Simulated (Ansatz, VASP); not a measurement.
# P: VASP beside Ansatz

POSCAR

```
P
1.0
    2.3875909710      0.0000000000      0.0000000000
    0.0000000000      2.3875909710      0.0000000000
    0.0000000000      0.0000000000      2.3875909710
P
1
Direct
    0.0000000000      0.0000000000      0.0000000000
```

The input INCAR.step1:

```
ALGO     = Normal         # electronic algorithm
EDIFF    = 1E-4           # SCF threshold, eV
ENCUT    = 520            # plane-wave cutoff, eV
GGA      = PE             # functional
ISMEAR   = 0              # smearing method
LASPH    = T              # aspherical terms in the spheres
LCHARG   = F              # write CHGCAR
LREAL    = F              # projectors in reciprocal space
LWAVE    = T              # write WAVECAR
NBANDS   = 8              # bands
NELM     = 100            # most SCF steps
PREC     = Accurate       # precision mode
SIGMA    = 0.1            # smearing width, eV
```

File INCAR.step2:

```
ALGO     = Normal         # electronic algorithm
EDIFF    = 1E-6           # SCF threshold, eV
ENCUT    = 520            # plane-wave cutoff, eV
ISIF     = 2              # what is computed and relaxed
ISMEAR   = 0              # smearing method
ISTART   = 1            
LASPH    = T              # aspherical terms in the spheres
LCHARG   = T              # write CHGCAR
LELF     = T              # ELF
LMIXTAU  = T            
LREAL    = F              # projectors in reciprocal space
LVHAR    = T            
LWAVE    = F              # write WAVECAR
METAGGA  = R2SCAN         # meta-GGA
NBANDS   = 8              # bands
NELM     = 100            # most SCF steps
PREC     = Accurate       # precision mode
SIGMA    = 0.1            # smearing width, eV
```

File KPOINTS:

```
k-points
0
Gamma
  18 18 18
```

Input for Ansatz:

```yaml
crystal:
  lattice:
    - [2.387590971, 0.0, 0.0]
    - [0.0, 2.387590971, 0.0]
    - [0.0, 0.0, 2.387590971]
  atoms:
    - { symbol: P, position: [0.0, 0.0, 0.0] }
basis:
  ecutwfc: 500
kpoints:
  mp_grid: { grid: [18, 18, 18] }
hamiltonian:
  xc: r2scan
scf:
  occupations: { method: gaussian, width: 0.1 }
output:
  forces: true
  stress: true
  eigenvalues: true
```

Alike in both runs: task single point; functional r2SCAN; k mesh 18 × 18 × 18; occupations gaussian, width 0.1 eV; no spin polarisation.

|  | VASP | Ansatz |
| --- | --- | --- |
| version | VASP 6.6.1 | Ansatz 0.2.0 |
| potentials or method | VASP PAW PBE potentials, release 64 (P), cutoff 520 eV | scalar-relativistic, plane waves, PAW |
| valence electrons in the cell | 5 | 5 |

```tsv
	VASP	Ansatz	Ansatz less VASP
gap on the k mesh at the Fermi level (eV)	none	none	-
pressure (GPa)	7.6	8.2	+0.57
```

VASP's potentials were made for PBE, not for r2SCAN. A gap of «none» marks a metal or a gap that the smearing closes.
